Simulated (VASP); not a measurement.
Wanted: the native input for a VASP 6.6.1 run.

```yaml
Task: relaxation of cell and atoms
Functional: PBE
Potentials_or_basis: VASP PAW PBE potentials, release 64 (Ni, Si)
Cutoff: 600 eV
k_mesh: 11 × 11 × 6
Occupations: fermi-dirac, width 0.1 eV
Spin: no spin polarisation
Target_pressure: 0.087 GPa
Dipole_correction: no
Further_INCAR_settings: ALGO = Normal; EDIFF = 1e-06; IBRION = 2; EDIFFG = -0.005; NSW = 60; ISIF = 3
```

The structure of SiNi (NiAs type) lies in POSCAR:

```
SiNi
1.0
    3.4109224742      0.0000000000      0.0000000000
   -1.7054612371      2.9539455130      0.0000000000
    0.0000000000      0.0000000000      5.2869298350
Ni Si
2 2
Direct
    0.0000000000      0.0000000000      0.0000000000
    0.0000000000      0.0000000000      0.5000000000
    0.3333333333      0.6666666667      0.2500000000
    0.6666666667      0.3333333333      0.7500000000
```

One way to write it, as run:

INCAR

```
PREC = Accurate
ENCUT = 600
EDIFF = 1E-6
ISMEAR = -1
SIGMA = 0.1
LREAL = False
LASPH = True
NELM = 80
ALGO = Normal
ISIF = 3
LWAVE = False
LCHARG = False
GGA = PE
IBRION = 2
NSW = 60
EDIFFG = -0.005
PSTRESS = 0.8699999999999999
```

KPOINTS

```
regular mesh
0
Gamma
  11 11 6
```

Potentials or basis: VASP PAW PBE potentials, release 64 (Ni, Si).

Launch:

```console
$ cat potpaw_PBE.64/Ni/POTCAR potpaw_PBE.64/Si/POTCAR > POTCAR
$ mpirun -np 1 vasp_std > vasp.out
```

It gave:

```
Relaxed volume                                             : 12.86 Å³/atom
Relaxed cell                                               : a = 3.508 Å, b = 3.508 Å, c = 4.827 Å, α = 90.00°, β = 90.00°, γ = 120.00°
Space group after relaxing (to 0.1 Å)                      : P6_3/mmc (No. 194)
Energy change on relaxing (the run minimises the enthalpy) : -47.1 meV/atom
Ionic steps                                                : 13
Pressure after relaxing                                    : 0.1 GPa
Band gap on the k mesh                                     : zero (bands 14 and 15 overlap by 4.92 eV)
```

Caveat: the cell is relaxed towards a set pressure, so the run minimises the enthalpy, not the energy.

It took 3.6 min on 1 thread of Intel(R) Xeon(R) 6975P-C (Granite Rapids) (shared host), peak memory 0.23 GiB.
